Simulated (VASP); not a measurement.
# Sn (Fd-3m) in VASP: single point with PBEsol

Aim: the single point of Sn with PBEsol.

Everything below comes from runs of VASP 6.6.1. Logs are shortened: lines on timing, memory, paths and dates and some standing lists are left out, and cuts for length are marked.

### Step 1. The cell of the first run

Symmetry: Fd-3m, No. 227, cubic system. Conventional cell: a = 6.467 Å, b = 6.467 Å, c = 6.467 Å, α = 90.00°, β = 90.00°, γ = 90.00°. Within 3.7 Å of Sn (site symmetry -43m) lie 4 Sn at 2.80 Å.

This isn't the form of Sn at room conditions, which is tetragonal (white tin).

### Step 2. Single point, PBEsol

File INCAR:

```
ALGO = Normal
EDIFF = 1E-6
ENCUT = 500
GGA = PS
GGA_COMPAT = F
ISIF = 2
ISMEAR = 1
LASPH = T
LCHARG = T
LELF = T
LREAL = F
LVHAR = T
LWAVE = F
NBANDS = 21
NELM = 120
PREC = Accurate
SIGMA = 0.1
```

File KPOINTS:

```
k-points
0
Gamma
  6 6 6
```

File POSCAR:

```
Sn
1.0
    0.0000000000      3.2333400000      3.2333400000
    3.2333400000      0.0000000000      3.2333400000
    3.2333400000      3.2333400000      0.0000000000
Sn
2
Direct
    0.0000000000      0.0000000000      0.0000000000
    0.2500000000      0.2500000000      0.2500000000
```

Potentials or basis: VASP PAW PBE potentials, release 64 (Sn_d).

On the command line:

```console
$ cat potpaw_PBE.64/Sn_d/POTCAR > POTCAR
$ mpirun -np 1 vasp_std > vasp.out
```

OUTCAR:

```text
EDIFF = 1E-6
   ENCUT = 500
   GGA = PS
   ISIF = 2
   ISMEAR = 1
   LASPH = T
   LREAL = F
   NELM = 120
   PREC = Accurate

 ion  position               nearest neighbor table
   1  0.000  0.000  0.000-   2 2.80   2 2.80   2 2.80   2 2.80
   2  0.250  0.250  0.250-   1 2.80   1 2.80   1 2.80   1 2.80

  LATTYP: Found a face centered cubic cell.
 ALAT       =     6.4666800000

  Lattice vectors:

 A1 = (   0.0000000000,   3.2333400000,   3.2333400000)
 A2 = (   3.2333400000,   0.0000000000,   3.2333400000)
 A3 = (   3.2333400000,   3.2333400000,   0.0000000000)

Analysis of symmetry for initial positions (statically):
=====================================================================
 Subroutine PRICEL returns:
 Original cell was already a primitive cell.

 Routine SETGRP: Setting up the symmetry group for a
 face centered cubic supercell.

 Subroutine GETGRP returns: Found 48 space group operations
 (whereof 24 operations were pure point group operations)
 out of a pool of 48 trial point group operations.

The static configuration has the point symmetry T_d .
 The point group associated with its full space group is O_h .

Analysis of symmetry for dynamics (positions and initial velocities):
=====================================================================
 Subroutine PRICEL returns:
 Original cell was already a primitive cell.

 Routine SETGRP: Setting up the symmetry group for a
 face centered cubic supercell.

 Subroutine GETGRP returns: Found 48 space group operations
 (whereof 24 operations were pure point group operations)
 out of a pool of 48 trial point group operations.

The dynamic configuration has the point symmetry T_d .
 The point group associated with its full space group is O_h .

 Subroutine INISYM returns: Found 48 space group operations
 (whereof 24 operations are pure point group operations),
 and found     1 'primitive' translations

----------------------------------------------------------------------------------------

                                     Primitive cell

  volume of cell :      67.6058

  direct lattice vectors                    reciprocal lattice vectors
     0.000000000  3.233340000  3.233340000    -0.154638856  0.154638856  0.154638856
     3.233340000  0.000000000  3.233340000     0.154638856 -0.154638856  0.154638856
     3.233340000  3.233340000  0.000000000     0.154638856  0.154638856 -0.154638856

  length of vectors
     4.572633280  4.572633280  4.572633280     0.267842356  0.267842356  0.267842356

  position of ions in fractional coordinates (direct lattice)
     0.000000000  0.000000000  0.000000000
     0.250000000  0.250000000  0.250000000

  ion indices of the primitive-cell ions
   primitive index   ion index
                 1           1
                 2           2

----------------------------------------------------------------------------------------

 KPOINTS: k-points

Automatic generation of k-mesh.
 Grid dimensions read from file:
 generate k-points for:    6    6    6

 Generating k-lattice:

  Cartesian coordinates                     Fractional coordinates (reciprocal lattice)
    -0.025773143  0.025773143  0.025773143     0.166666667  0.000000000  0.000000000
     0.025773143 -0.025773143  0.025773143     0.000000000  0.166666667  0.000000000
     0.025773143  0.025773143 -0.025773143     0.000000000  0.000000000  0.166666667

  Length of vectors
     0.044640393  0.044640393  0.044640393

  Shift w.r.t. Gamma in fractional coordinates (k-lattice)
     0.000000000  0.000000000  0.000000000

 Subroutine IBZKPT returns following result:
 ===========================================

 Found     16 irreducible k-points:

 Following reciprocal coordinates:
            Coordinates               Weight
  0.000000  0.000000  0.000000      1.000000
  0.166667  0.000000  0.000000      8.000000
  0.333333  0.000000  0.000000      8.000000
  0.500000  0.000000  0.000000      4.000000
  0.166667  0.166667  0.000000      6.000000
  0.333333  0.166667  0.000000     24.000000
[... 8 lines left out ...]
 -0.333333  0.333333  0.166667     24.000000
 -0.333333  0.500000  0.166667     12.000000
   k-points           NKPTS =     16   k-points in BZ     NKDIM =     16   number of bands    NBANDS=     21
   number of dos      NEDOS =    301   number of ions     NIONS =      2
   total plane-waves  NPLWV =  46656
   dimension x,y,z NGX =    36 NGY =   36 NGZ =   36
   dimension x,y,z NGXF=    72 NGYF=   72 NGZF=   72
   ions per type =               2
   NGX,Y,Z   is equivalent  to a cutoff of  13.09, 13.09, 13.09 a.u.
   NGXF,Y,Z  is equivalent  to a cutoff of  26.18, 26.18, 26.18 a.u.
 SYSTEM =  unknown system
   PREC   = accura    normal or accurate (medium, high low for compatibility)
   ISTART =      0    job   : 0-new  1-cont  2-samecut
   ICHARG =      2    charge: 1-file 2-atom 10-const
   ISPIN  =      1    spin polarized calculation?
   LNONCOLLINEAR =      F non collinear calculations
   LSORBIT =      F    spin-orbit coupling
   LASPH  =      T    aspherical Exc in radial PAW
   ENCUT  =  500.0 eV  36.75 Ry    6.06 a.u.   8.34  8.34  8.34*2*pi/ulx,y,z
   NELM   =    120;   NELMIN=  2; NELMDL= -5     # of ELM steps
   EDIFF  = 0.1E-05   stopping-criterion for ELM
   LREAL  =      F    real-space projection
[... 7 lines left out ...]
   TEBEG  =    0.0;   TEEND  =   0.0 temperature during run
   PSTRESS=    0.0 pullay stress
   NELECT =      28.0000    total number of electrons
   NUPDOWN=      -1.0000    fix difference up-down
   EMIN   =  10.00;   EMAX   =-10.00  energy-range for DOS
   EFERMI =   0.00;   METHOD = LEGACY
   ISMEAR =     1;   SIGMA  =   0.10  broadening in eV -4-tet -1-fermi 0-gaus
   EFERMI_NEDOS =   21; number of points for ismear=-14 and -15
   IALGO  =     38    algorithm
   IMIX   =      4    mixing-type and parameters
     AMIX     =   0.40;   BMIX     =  1.00
     AMIX_MAG =   1.60;   BMIX_MAG =  1.00
  volume/ion in A,a.u.               =      33.80       228.11
  Fermi-wavevector in a.u.,A,eV,Ry     =   1.220299  2.306030 20.260828  1.489129
  Thomas-Fermi vector in A             =   2.355521
   LORBIT       =      0    0 simple, 1 ext, 2 COOP (PROOUT), +10 PAW based schemes
   GGA     = PS    functional components
   LHFCALC =     F    Hartree Fock is set to
   AEXX    =    0.0000 exact exchange contribution
   IVDW    =     0    specifies the selected vdW correction
   LEPSILON=     F    determine dielectric tensor
   LRPA    =     F    only Hartree local field effects (RPA)
 non-spin polarized calculation
 Methfessel and Paxton  Order N= 1 SIGMA  =   0.10
  energy-cutoff  :      500.00
  volume of cell :       67.61
 maximum number of plane-waves:      1759
 NGX is ok and might be reduce to    36
   NGX = 17   NGY = 17   NGZ = 17

 number of electron      28.0000008 magnetization

 Free energy of the ion-electron system (eV)
  ---------------------------------------------------
  ext. energy  EPLUGINS =         0.00000000
  ---------------------------------------------------
  free energy    TOTEN  =        -8.41887416 eV

  energy without entropy =       -8.41883277  energy(sigma->0) =       -8.41886036

 E-fermi :   5.5732     XC(G=0):  -9.1078

 val. band max:        5.5653259195   @ k =   0.5000   0.0000   0.0000
 cond. band min:       5.6941729217   @ k =   0.0000   0.0000   0.0000
 fundamental gap:      0.1288470022
 Fermi energy:         5.5732149480

 k-point     1 :       0.0000    0.0000    0.0000
  band No.  band energies     occupation
      1     -16.0100      2.00000
      2     -16.0100      2.00000
      3     -16.0100      2.00000
      4     -15.9482      2.00000
      5     -15.9482      2.00000
      6     -15.6275      2.00000
[... 13 lines left out ...]
     20      13.6015      0.00000
     21      13.6015      0.00000

 k-point     2 :       0.1667    0.0000    0.0000
  band No.  band energies     occupation
      1     -16.0268      2.00000
      2     -16.0268      2.00000
      3     -16.0034      2.00000
      4     -15.9236      2.00000
      5     -15.9236      2.00000
      6     -15.6582      2.00000
[... 13 lines left out ...]
     20      12.4890      0.00000
     21      12.4890      0.00000

 k-point     3 :       0.3333    0.0000    0.0000
  band No.  band energies     occupation
      1     -16.0430      2.00000
      2     -16.0430      2.00000
      3     -15.9896      2.00000
      4     -15.8945      2.00000
      5     -15.8945      2.00000
      6     -15.6823      2.00000
[... 13 lines left out ...]
     20      12.9217      0.00000
     21      12.9217      0.00000

 k-point     4 :       0.5000    0.0000    0.0000
  band No.  band energies     occupation
      1     -16.0474      2.00000
      2     -16.0474      2.00000
      3     -15.9823      2.00000
      4     -15.8854      2.00000
      5     -15.8854      2.00000
      6     -15.6886      2.00000
[... 13 lines left out ...]
     20      14.3898      0.00000
     21      14.3898      0.00000

 k-point     5 :       0.1667    0.1667    0.0000
  band No.  band energies     occupation
      1     -16.0249      2.00000
      2     -16.0249      2.00000
      3     -16.0194      2.00000
      4     -15.9255      2.00000
      5     -15.8954      2.00000
      6     -15.7072      2.00000
[... 13 lines left out ...]
     20      12.1037      0.00000
     21      13.9103      0.00000
[... 190 lines left out ...]
     20      14.9192      0.00000
     21      16.0365      0.00000

 k-point    14 :       0.5000    0.3333    0.1667
  band No.  band energies     occupation
      1     -16.0694      2.00000
      2     -16.0637      2.00000
      3     -15.9483      2.00000
      4     -15.8645      2.00000
      5     -15.8157      2.00000
      6     -15.7876      2.00000
[... 13 lines left out ...]
     20      13.6490      0.00000
     21      15.3850      0.00000

 k-point    15 :      -0.3333    0.3333    0.1667
  band No.  band energies     occupation
      1     -16.0838      2.00000
      2     -16.0686      2.00000
      3     -15.9145      2.00000
      4     -15.8371      2.00000
      5     -15.8059      2.00000
      6     -15.7925      2.00000
[... 13 lines left out ...]
     20      14.9491      0.00000
     21      15.2521      0.00000

 k-point    16 :      -0.3333    0.5000    0.1667
  band No.  band energies     occupation
      1     -16.0774      2.00000
      2     -16.0774      2.00000
      3     -15.8821      2.00000
      4     -15.8821      2.00000
      5     -15.7851      2.00000
      6     -15.7851      2.00000
[... 13 lines left out ...]
     20      14.6931      0.00000
     21      15.8630      0.00000

------------------------ aborting loop because EDIFF is reached ----------------------------------------

  FORCE on cell =-STRESS in cart. coord.  units (eV):
  Direction    XX          YY          ZZ          XY          YZ          ZX
  --------------------------------------------------------------------------------------
  -------------------------------------------------------------------------------------
  Total        0.6505397      0.6505397      0.6505397      0.0000000      0.0000000     -0.0000000
  in kB       15.4170143     15.4170143     15.4170143      0.0000000      0.0000000     -0.0000000
  external PRESSURE =      15.4170143 kB  Pullay stress =       0.0000000 kB

 VOLUME and BASIS-vectors are now :
 -----------------------------------------------------------------------------
  energy-cutoff  :      500.00
  volume of cell :       67.61
      direct lattice vectors                 reciprocal lattice vectors
     0.000000000  3.233340000  3.233340000    -0.154638856  0.154638856  0.154638856
     3.233340000  0.000000000  3.233340000     0.154638856 -0.154638856  0.154638856
     3.233340000  3.233340000  0.000000000     0.154638856  0.154638856 -0.154638856

 POSITION                                       TOTAL-FORCE (eV/Angst)
 -----------------------------------------------------------------------------------
      0.00000      0.00000      0.00000         0.000000      0.000000      0.000000
      1.61667      1.61667      1.61667        -0.000000     -0.000000     -0.000000
 -----------------------------------------------------------------------------------
    total drift:                                0.000000      0.000000      0.000000

  FREE ENERGIE OF THE ION-ELECTRON SYSTEM (eV)
  ---------------------------------------------------
  free  energy   TOTEN  =        -8.4188741626 eV

  energy  without entropy=       -8.4188327662  energy(sigma->0) =       -8.41886036
```

Run time: 13 s. Hardware: 1 thread of Intel Xeon Platinum 8488C (Sapphire Rapids), shared host; peak memory 0.2 GiB.

Results:

| Property | Result |
| --- | --- |
| Free energy | -8.4189 eV |
| Pressure | 1.5 GPa |
| Band gap on the k mesh | zero (bands 14 and 15 overlap by 0.13 eV) |

Caveat: the PAW data sets were made with another functional, which shifts forces and pressure a little; spin-orbit coupling is left out, which moves the levels of the heavy elements.
